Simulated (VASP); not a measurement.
# AlAs (F-43m) in VASP: notebook

Aim: see how the results for AlAs move with the level of theory and the settings. Levels: PBE+D3(BJ), PBE+D4, PBE. Tasks: single point.

Program: VASP 6.6.1. These are calculated values, not measurements. Logs are shortened: lines on timing, memory, paths and dates and some standing lists are left out, and cuts for length are marked.

## Step 1: The cell of the first run

The structure is cubic, space group F-43m (No. 216). Conventional cell: a = 5.676 Å, b = 5.676 Å, c = 5.676 Å, α = 90.00°, β = 90.00°, γ = 90.00°. Within 3.2 Å of Al (site symmetry -43m) lie 4 As at 2.46 Å. Within 3.2 Å of As (site symmetry -43m) lie 4 Al at 2.46 Å.

## Step 2: Single point, PBE+D3(BJ)

INCAR

```
SYSTEM = AlAs
PREC     = Accurate       ! precision mode
ENCUT    = 500            ! plane-wave cutoff, eV
EDIFF    = 1E-6           ! SCF threshold, eV
ISMEAR   = 0              ! smearing method
SIGMA    = 0.1            ! smearing width, eV
LREAL    = .False.        ! projectors in reciprocal space
LASPH    = .True.         ! aspherical terms in the spheres
NELM     = 120            ! most SCF steps
ALGO     = Normal         ! electronic algorithm
ISIF     = 2              ! what is computed and relaxed
LWAVE    = .False.        ! write WAVECAR
LCHARG   = .False.        ! write CHGCAR
GGA      = PE             ! functional
IVDW     = 12             ! dispersion correction
NBANDS   = 11             ! bands
GGA_COMPAT= .False.
```

KPOINTS

```
Automatic mesh
0
Gamma
  1 1 1
  0.5 0.5 0
```

POSCAR

```
AlAs
1.0
    0.0000000000      2.8379008005      2.8379008005
    2.8379008005      0.0000000000      2.8379008005
    2.8379008005      2.8379008005      0.0000000000
Al As
1 1
Direct
    0.0000000000      0.0000000000      0.0000000000
    0.7500000000      0.7500000000      0.7500000000
```

Potentials or basis: VASP PAW PBE potentials, release 64 (Al, As).

Started as:

```console
> cat potpaw_PBE.64/Al/POTCAR potpaw_PBE.64/As/POTCAR > POTCAR
> mpirun -np 1 vasp_std > vasp.out
```

OUTCAR:

```text
SYSTEM = AlAs
   PREC = Accurate
   ENCUT = 500
   EDIFF = 1E-6
   ISMEAR = 0
   LREAL = .False.
   LASPH = .True.
   NELM = 120
   ISIF = 2
   GGA = PE
   IVDW = 12
 IVDW          = 12

 ion  position               nearest neighbor table
   1  0.000  0.000  0.000-   2 2.46   2 2.46   2 2.46   2 2.46
   2  0.750  0.750  0.750-   1 2.46   1 2.46   1 2.46   1 2.46

  LATTYP: Found a face centered cubic cell.
 ALAT       =     5.6758016010

  Lattice vectors:

 A1 = (   0.0000000000,   2.8379008005,   2.8379008005)
 A2 = (   2.8379008005,   0.0000000000,   2.8379008005)
 A3 = (   2.8379008005,   2.8379008005,   0.0000000000)

Analysis of symmetry for initial positions (statically):
=====================================================================
 Subroutine PRICEL returns:
 Original cell was already a primitive cell.

 Routine SETGRP: Setting up the symmetry group for a
 face centered cubic supercell.

 Subroutine GETGRP returns: Found 24 space group operations
 (whereof 24 operations were pure point group operations)
 out of a pool of 48 trial point group operations.

The static configuration has the point symmetry T_d .

Analysis of symmetry for dynamics (positions and initial velocities):
=====================================================================
 Subroutine PRICEL returns:
 Original cell was already a primitive cell.

 Routine SETGRP: Setting up the symmetry group for a
 face centered cubic supercell.

 Subroutine GETGRP returns: Found 24 space group operations
 (whereof 24 operations were pure point group operations)
 out of a pool of 48 trial point group operations.

The dynamic configuration has the point symmetry T_d .

 Subroutine INISYM returns: Found 24 space group operations
 (whereof 24 operations are pure point group operations),
 and found     1 'primitive' translations

----------------------------------------------------------------------------------------

                                     Primitive cell

  volume of cell :      45.7111

  direct lattice vectors                    reciprocal lattice vectors
     0.000000000  2.837900800  2.837900800    -0.176186567  0.176186567  0.176186567
     2.837900800  0.000000000  2.837900800     0.176186567 -0.176186567  0.176186567
     2.837900800  2.837900800  0.000000000     0.176186567  0.176186567 -0.176186567
[... 56 lines left out ...]
   LSORBIT =      F    spin-orbit coupling
   LASPH  =      T    aspherical Exc in radial PAW
   ENCUT  =  500.0 eV  36.75 Ry    6.06 a.u.   7.32  7.32  7.32*2*pi/ulx,y,z
   NELM   =    120;   NELMIN=  2; NELMDL= -5     # of ELM steps
   EDIFF  = 0.1E-05   stopping-criterion for ELM
   LREAL  =      F    real-space projection
   EDIFFG = 0.1E-04   stopping-criterion for IOM
   NSW    =      0    number of steps for IOM
   IBRION =     -1    ionic relax: 0-MD 1-quasi-New 2-CG
   NFREE  =      0    steps in history (QN), initial steepest desc. (CG)
   ISIF   =      2    stress and relaxation
   ISYM   =      2    0-nonsym 1-usesym 2-fastsym
   POTIM  = 0.5000    time-step for ionic-motion
   TEBEG  =    0.0;   TEEND  =   0.0 temperature during run
   PSTRESS=    0.0 pullay stress
   NELECT =       8.0000    total number of electrons
   NUPDOWN=      -1.0000    fix difference up-down
   EMIN   =  10.00;   EMAX   =-10.00  energy-range for DOS
   EFERMI =   0.00;   METHOD = LEGACY
   ISMEAR =     0;   SIGMA  =   0.10  broadening in eV -4-tet -1-fermi 0-gaus
   EFERMI_NEDOS =   21; number of points for ismear=-14 and -15
   IALGO  =     38    algorithm
   IMIX   =      4    mixing-type and parameters
     AMIX     =   0.40;   BMIX     =  1.00
     AMIX_MAG =   1.60;   BMIX_MAG =  1.00
  volume/ion in A,a.u.               =      22.86       154.24
  Fermi-wavevector in a.u.,A,eV,Ry     =   0.915723  1.730466 11.409155  0.838549
  Thomas-Fermi vector in A             =   2.040497
   LORBIT       =      0    0 simple, 1 ext, 2 COOP (PROOUT), +10 PAW based schemes
   GGA     = PE    functional components
   LHFCALC =     F    Hartree Fock is set to
   AEXX    =    0.0000 exact exchange contribution
   IVDW    =    12    specifies the selected vdW correction
   LEPSILON=     F    determine dielectric tensor
   LRPA    =     F    only Hartree local field effects (RPA)
 non-spin polarized calculation
 Gauss-broadening in eV      SIGMA  =   0.10
  energy-cutoff  :      500.00
  volume of cell :       45.71
 maximum number of plane-waves:      1162
 NGX is ok and might be reduce to    28
   NGX = 15   NGY = 15   NGZ = 15

 number of electron       8.0000000 magnetization

 Free energy of the ion-electron system (eV)
  ---------------------------------------------------
  ext. energy  EPLUGINS =         0.00000000
  ---------------------------------------------------
  free energy    TOTEN  =       -11.41045527 eV

  energy without entropy =      -11.41045527  energy(sigma->0) =      -11.41045527

 E-fermi :   2.2395     XC(G=0):  -8.8853

 val. band max:        1.7143418988   @ k =   0.5000   0.5000   0.0000
 cond. band min:       5.4394764002   @ k =   0.5000   0.5000   0.0000
 fundamental gap:      3.7251345014
 Fermi energy:         2.2395293221

 k-point     1 :       0.5000    0.5000    0.0000
  band No.  band energies     occupation
      1      -6.0261      2.00000
      2      -1.5022      2.00000
      3       1.7143      2.00000
      4       1.7143      2.00000
      5       5.4395      0.00000
      6       6.2135      0.00000
      7      14.1684      0.00000
      8      14.1684      0.00000
      9      15.6293      0.00000
     10      16.4278      0.00000
     11      16.4278      0.00000

------------------------ aborting loop because EDIFF is reached ----------------------------------------

 Edisp (eV)   -0.62890

 E8    (eV) :    -0.2748

  FORCE on cell =-STRESS in cart. coord.  units (eV):
  Direction    XX          YY          ZZ          XY          YZ          ZX
  --------------------------------------------------------------------------------------
  -------------------------------------------------------------------------------------
  Total      -0.95286    -0.95286    -0.95286    -0.00000    -0.00000     0.00000
  in kB     -33.39788   -33.39788   -33.39788    -0.00000    -0.00000     0.00000
  external pressure =      -33.40 kB  Pullay stress =        0.00 kB

 VOLUME and BASIS-vectors are now :
 -----------------------------------------------------------------------------
  energy-cutoff  :      500.00
  volume of cell :       45.71
      direct lattice vectors                 reciprocal lattice vectors
     0.000000000  2.837900800  2.837900800    -0.176186567  0.176186567  0.176186567
     2.837900800  0.000000000  2.837900800     0.176186567 -0.176186567  0.176186567
     2.837900800  2.837900800  0.000000000     0.176186567  0.176186567 -0.176186567

 POSITION                                       TOTAL-FORCE (eV/Angst)
 -----------------------------------------------------------------------------------
      0.00000      0.00000      0.00000         0.000000     -0.000000      0.000000
      4.25685      4.25685      4.25685        -0.000000      0.000000     -0.000000
 -----------------------------------------------------------------------------------
    total drift:                                0.000000      0.000000      0.000000

  FREE ENERGIE OF THE ION-ELECTRON SYSTEM (eV)
  ---------------------------------------------------
  free  energy   TOTEN  =       -12.0393526696 eV

  energy  without entropy=      -12.0393526696  energy(sigma->0) =      -12.03935267
```

OSZICAR:

```text
N       E                     dE             d eps       ncg     rms          rms(c)
DAV:   1     0.124994530641E+02    0.12499E+02   -0.28935E+03    22   0.535E+02
DAV:   2    -0.106766119807E+02   -0.23176E+02   -0.22891E+02    25   0.963E+01
DAV:   3    -0.115757156740E+02   -0.89910E+00   -0.89843E+00    41   0.177E+01
DAV:   4    -0.115770212200E+02   -0.13055E-02   -0.13055E-02    36   0.663E-01
DAV:   5    -0.115770218305E+02   -0.61057E-06   -0.61062E-06    22   0.163E-02    0.298E+00
DAV:   6    -0.114155728698E+02    0.16145E+00   -0.23996E-01    22   0.184E+00    0.179E+00
DAV:   7    -0.114001914745E+02    0.15381E-01   -0.16580E-01    28   0.175E+00    0.523E-01
DAV:   8    -0.114098284347E+02   -0.96370E-02   -0.15072E-02    25   0.680E-01    0.106E-01
DAV:   9    -0.114103000534E+02   -0.47162E-03   -0.49924E-04    28   0.150E-01    0.686E-02
DAV:  10    -0.114104518358E+02   -0.15178E-03   -0.23301E-04    25   0.953E-02    0.100E-02
DAV:  11    -0.114104556198E+02   -0.37840E-05   -0.21098E-05    28   0.258E-02    0.652E-03
DAV:  12    -0.114104552716E+02    0.34819E-06   -0.18881E-06    25   0.618E-03
   1 F= -.12039353E+02 E0= -.12039353E+02  d E =-.118485E-12
```

stdout:

```text
POSCAR found type information on POSCAR AlAs
 POSCAR found :  2 types and       2 ions
 scaLAPACK will be used
 LDA part: xc-table for (Slater+PW92), standard interpolation
 POSCAR, INCAR and KPOINTS ok, starting setup
 FFT: planning ... GRIDC
 FFT: planning ... GRID_SOFT
 FFT: planning ... GRID
 WAVECAR not read
 entering main loop
```

It took 6.9 s on 1 thread of Intel Xeon 8259CL, shared host; peak memory 0.17 GiB.

Results:

* Free energy: -12.0394 eV
* Pressure: -3.3 GPa
* Band gap on the k mesh: 3.73 eV
* Dispersion energy per atom: -0.314 eV

Levels at points of the mesh, in eV from the valence-band top:
```tsv
k point	band 1	band 2	band 3	band 4	band 5	band 6	band 7	band 8
(0.50, 0.50, 0.00)	-7.74	-3.22	0.00	0.00	3.73	4.50	12.45	12.45
```

Caveat: the k points lie up to 1.92 Å⁻¹ apart; three body term missing. A k mesh can miss the band edges.

## Step 3: Single point, PBE+D4

INCAR

```
PREC = Accurate ; ENCUT = 500
EDIFF = 1E-6 ; ISMEAR = 0
SIGMA = 0.1 ; LREAL = False
LASPH = True ; NELM = 120
ALGO = Normal ; ISIF = 2
LWAVE = False ; LCHARG = False
GGA = PE ; IVDW = 13
NBANDS = 11 ; GGA_COMPAT = False
```

KPOINTS

```
Automatic mesh
0
Gamma
  2 2 2
```

POSCAR

```
AlAs
1.0
    0.0000000000      2.8379008005      2.8379008005
    2.8379008005      0.0000000000      2.8379008005
    2.8379008005      2.8379008005      0.0000000000
Al As
1 1
Direct
    0.8310000000      0.8630000000      0.8870000000
    1.5810000000      1.6130000000      1.6370000000
```

Potentials or basis: VASP PAW PBE potentials, release 64 (Al, As).

Started as:

```console
> cat potpaw_PBE.64/Al/POTCAR potpaw_PBE.64/As/POTCAR > POTCAR
> mpirun -np 1 vasp_std > vasp.out
```

OUTCAR:

```text
PREC = Accurate
   ENCUT = 500
   EDIFF = 1E-6
   ISMEAR = 0
   LREAL = False
   LASPH = True
   NELM = 120
   ISIF = 2
   GGA = PE
   IVDW = 13

 ion  position               nearest neighbor table
   1  0.831  0.863  0.887-   2 2.46   2 2.46   2 2.46   2 2.46
   2  0.581  0.613  0.637-   1 2.46   1 2.46   1 2.46   1 2.46

  LATTYP: Found a face centered cubic cell.
 ALAT       =     5.6758016010

  Lattice vectors:

 A1 = (   0.0000000000,   2.8379008005,   2.8379008005)
 A2 = (   2.8379008005,   0.0000000000,   2.8379008005)
 A3 = (   2.8379008005,   2.8379008005,   0.0000000000)

Analysis of symmetry for initial positions (statically):
=====================================================================
 Subroutine PRICEL returns:
 Original cell was already a primitive cell.

 Routine SETGRP: Setting up the symmetry group for a
 face centered cubic supercell.

 Subroutine GETGRP returns: Found 24 space group operations
 (whereof  1 operations were pure point group operations)
 out of a pool of 48 trial point group operations.

The static configuration has the point symmetry C_1 .
[... 152 lines left out ...]
      2       4.1591      2.00000
      3       4.1591      2.00000
      4       4.1591      2.00000
      5       6.1229      0.00000
      6       8.2090      0.00000
      7       8.2090      0.00000
      8       8.2090      0.00000
      9      12.8885      0.00000
     10      12.9471      0.00000
     11      12.9471      0.00000
[... 15 lines left out ...]
 k-point     3 :       0.5000    0.5000    0.0000
  band No.  band energies     occupation
      1      -5.6211      2.00000
      2      -1.3964      2.00000
      3       1.9229      2.00000
      4       1.9229      2.00000
      5       5.4348      0.00000
      6       6.2951      0.00000
      7      14.3072      0.00000
      8      14.3072      0.00000
      9      15.9249      0.00000
     10      16.5502      0.00000
     11      16.5502      0.00000

------------------------ aborting loop because EDIFF is reached ----------------------------------------

  DFT-D4 for vdW energy calculation

  Edisp (eV):   -0.66828

  FORCE on cell =-STRESS in cart. coord.  units (eV):
  Direction    XX          YY          ZZ          XY          YZ          ZX
  --------------------------------------------------------------------------------------
  -------------------------------------------------------------------------------------
  Total       1.37571     1.37571     1.37571     0.00000     0.00000     0.00000
  in kB      48.21861    48.21861    48.21861     0.00000     0.00000     0.00000
  external pressure =       48.22 kB  Pullay stress =        0.00 kB

 VOLUME and BASIS-vectors are now :
 -----------------------------------------------------------------------------
  energy-cutoff  :      500.00
  volume of cell :       45.71
      direct lattice vectors                 reciprocal lattice vectors
     0.000000000  2.837900800  2.837900800    -0.176186567  0.176186567  0.176186567
     2.837900800  0.000000000  2.837900800     0.176186567 -0.176186567  0.176186567
     2.837900800  2.837900800  0.000000000     0.176186567  0.176186567 -0.176186567

 POSITION                                       TOTAL-FORCE (eV/Angst)
 -----------------------------------------------------------------------------------
      4.96633      4.87551      4.80740        -0.000000     -0.000000     -0.000000
      3.54738      3.45656      3.38845         0.000000      0.000000      0.000000
 -----------------------------------------------------------------------------------
    total drift:                                0.000001      0.000000     -0.000000

  FREE ENERGIE OF THE ION-ELECTRON SYSTEM (eV)
  ---------------------------------------------------
  free  energy   TOTEN  =        -8.0739286046 eV

  energy  without entropy=       -8.0739286046  energy(sigma->0) =       -8.07392860
```

OSZICAR:

```text
N       E                     dE             d eps       ncg     rms          rms(c)
DAV:   1     0.138397397110E+02    0.13840E+02   -0.28731E+03    66   0.551E+02
DAV:   2    -0.694168197254E+01   -0.20781E+02   -0.19667E+02    94   0.789E+01
DAV:   3    -0.786856539015E+01   -0.92688E+00   -0.92500E+00   100   0.167E+01
DAV:   4    -0.787474486128E+01   -0.61795E-02   -0.61793E-02    78   0.134E+00
DAV:   5    -0.787485736200E+01   -0.11250E-03   -0.11250E-03    97   0.180E-01    0.394E+00
DAV:   6    -0.745994996114E+01    0.41491E+00   -0.71848E-01    69   0.310E+00    0.232E+00
DAV:   7    -0.739581875429E+01    0.64131E-01   -0.33305E-01    72   0.235E+00    0.100E+00
DAV:   8    -0.740436896040E+01   -0.85502E-02   -0.29273E-02    72   0.859E-01    0.164E-01
DAV:   9    -0.740494847510E+01   -0.57951E-03   -0.71171E-04    75   0.151E-01    0.104E-01
DAV:  10    -0.740561318900E+01   -0.66471E-03   -0.70456E-04    72   0.140E-01    0.125E-02
DAV:  11    -0.740565019021E+01   -0.37001E-04   -0.67811E-05    72   0.432E-02    0.973E-03
DAV:  12    -0.740565211243E+01   -0.19222E-05   -0.63223E-06    72   0.134E-02    0.308E-03
DAV:  13    -0.740565221055E+01   -0.98122E-07   -0.31492E-07    67   0.287E-03
   1 F= -.80739286E+01 E0= -.80739286E+01  d E =-.789560E-11
```

stdout:

```text
POSCAR found type information on POSCAR AlAs
 POSCAR found :  2 types and       2 ions
 scaLAPACK will be used
 LDA part: xc-table for (Slater+PW92), standard interpolation
 POSCAR, INCAR and KPOINTS ok, starting setup
 FFT: planning ... GRIDC
 FFT: planning ... GRID_SOFT
 FFT: planning ... GRID
 WAVECAR not read
 entering main loop
```

It took 8.6 s on 1 thread of Intel Xeon 8259CL, shared host; peak memory 0.16 GiB.

What came out:

```
Free energy                : -8.0739 eV
Pressure                   : 4.8 GPa
Band gap on the k mesh     : 1.28 eV, indirect (least direct gap 1.96 eV)
Dispersion energy per atom : -0.334 eV
```

Levels at points of the mesh, in eV from the valence-band top:
```csv
k point,band 2,band 3,band 4,band 5,band 6,band 7
"(0.00, 0.00, 0.00)",0.00,0.00,0.00,1.96,4.05,4.05
"(0.50, 0.00, 0.00)",-5.68,-0.86,-0.86,1.98,4.46,4.46
"(0.50, 0.50, 0.00)",-5.56,-2.24,-2.24,1.28,2.14,10.15
```

Caveat: the k points lie up to 0.96 Å⁻¹ apart. Expect the measured gap to be larger: semilocal functionals such as PBE lack the derivative discontinuity.

## Step 4: Single point, PBE

INCAR

```
SYSTEM = AlAs
  PREC = Accurate
  ENCUT = 500
  EDIFF = 1E-6
  ISMEAR = 0
  SIGMA = 0.1
  LREAL = .FALSE.
  LASPH = .TRUE.
  NELM = 120
  ALGO = Normal
  ISIF = 2
  LWAVE = .FALSE.
  LCHARG = .TRUE.
  GGA = PE
  LELF = .TRUE.
  LVHAR = .TRUE.
  NBANDS = 11
  GGA_COMPAT = .FALSE.
```

KPOINTS

```
regular mesh
0
G
  2 2 2
  0 0 0
```

POSCAR

```
AlAs
1.0
    0.0000000000      2.8379008005      2.8379008005
    2.8379008005      0.0000000000      2.8379008005
    2.8379008005      2.8379008005      0.0000000000
Al As
1 1
Direct
    0.0000000000      0.0000000000      0.0000000000
    0.7500000000      0.7500000000      0.7500000000
```

Started as:

```console
> cat potpaw_PBE.64/Al/POTCAR potpaw_PBE.64/As/POTCAR > POTCAR
> mpirun -np 1 vasp_std > vasp.out
```

Wall time 9.9 s (1 thread of Intel Xeon 8259CL, shared host); peak memory 0.16 GiB.

It converged, with:

```yaml
Free_energy: -7.4057 eV
Pressure: 7.3 GPa
Band_gap_on_the_k_mesh: 1.28 eV, indirect (least direct gap 1.96 eV)
```

Levels at points of the mesh, in eV from the valence-band top:
```
           k point  band 2  band 3  band 4  band 5  band 6  band 7
(0.00, 0.00, 0.00)    0.00    0.00    0.00    1.96    4.05    4.05
(0.50, 0.00, 0.00)   -5.68   -0.86   -0.86    1.98    4.46    4.46
(0.50, 0.50, 0.00)   -5.56   -2.24   -2.24    1.28    2.14   10.15
```

Caveat: the k points lie up to 0.96 Å⁻¹ apart. A k mesh can miss the band edges.

## Step 5: Overview

```csv
level,k mesh,gap on the mesh (eV),pressure (GPa)
PBE+D3(BJ),"1 × 1 × 1, shifted",3.73,-3.3
PBE+D4,2 × 2 × 2,1.28,4.8
PBE,2 × 2 × 2,1.28,7.3
```

Alike in all rows: task single point; potentials or basis VASP PAW PBE potentials, release 64 (Al, As); no spin polarisation; cell as given; cutoff (eV) 500; smearing gaussian 0.1 eV.

Caveats: all runs use coarse meshes; three body term missing (some runs).

Total energies depend on the potentials used, so only differences within one code and one set of settings carry meaning.
